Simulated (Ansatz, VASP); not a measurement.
MgS in VASP and in Ansatz

Contents of INCAR:

```
SYSTEM = MgS
ALGO     = Normal         ! electronic algorithm
EDIFF    = 1E-6           ! SCF threshold, eV
ENCUT    = 600            ! plane-wave cutoff, eV
GGA      = PE             ! functional
GGA_COMPAT= .FALSE.      
ISIF     = 2              ! what is computed and relaxed
ISMEAR   = 0              ! smearing method
LASPH    = .TRUE.         ! aspherical terms in the spheres
LCHARG   = .FALSE.        ! write CHGCAR
LREAL    = .FALSE.        ! projectors in reciprocal space
LWAVE    = .FALSE.        ! write WAVECAR
NBANDS   = 11             ! bands
NELM     = 120            ! most SCF steps
PREC     = Accurate       ! precision mode
SIGMA    = 0.1            ! smearing width, eV
```

Contents of KPOINTS:

```
k-points
0
G
  6 6 6
  0 0 0
```

The input POSCAR:

```
MgS
1.0
    0.0000000000      2.6043980000      2.6043980000
    2.6043980000      0.0000000000      2.6043980000
    2.6043980000      2.6043980000      0.0000000000
Mg S
1 1
Direct
    0.0000000000      0.0000000000      0.0000000000
    0.5000000000      0.5000000000      0.5000000000
```

Input for Ansatz:

```yaml
crystal:
  lattice:
    - [0.0, 2.604398, 2.604398]
    - [2.604398, 0.0, 2.604398]
    - [2.604398, 2.604398, 0.0]
  atoms:
    - { symbol: Mg, position: [0.0, 0.0, 0.0] }
    - { symbol: S, position: [0.5, 0.5, 0.5] }
basis:
  ecutwfc: 420
kpoints:
  mp_grid: { grid: [6, 6, 6] }
hamiltonian:
  xc: pbe
scf:
  occupations: { method: gaussian, width: 0.1 }
output:
  forces: true
  stress: true
  eigenvalues: true
```

Alike in both runs: task single point; functional PBE; k mesh 6 × 6 × 6; occupations gaussian, width 0.1 eV; no spin polarisation.

|  | VASP | Ansatz |
| --- | --- | --- |
| version | VASP 6.6.1 | Ansatz 0.2.0 |
| potentials or method | VASP PAW PBE potentials, release 64 (Mg, S), cutoff 600 eV | scalar-relativistic, plane waves, PAW |
| valence electrons in the cell | 8 | 16 |

```tsv
	VASP	Ansatz	Ansatz less VASP
gap on the k mesh at the Fermi level (eV)	2.77	2.78	+0.015
least direct gap on the mesh (eV)	3.68	3.70	+0.012
pressure (GPa)	0.7	0.9	+0.28
```

VASP's potentials hold 8 valence electrons a cell and Ansatz's 16, so a difference there can come from the potentials and not from the codes.
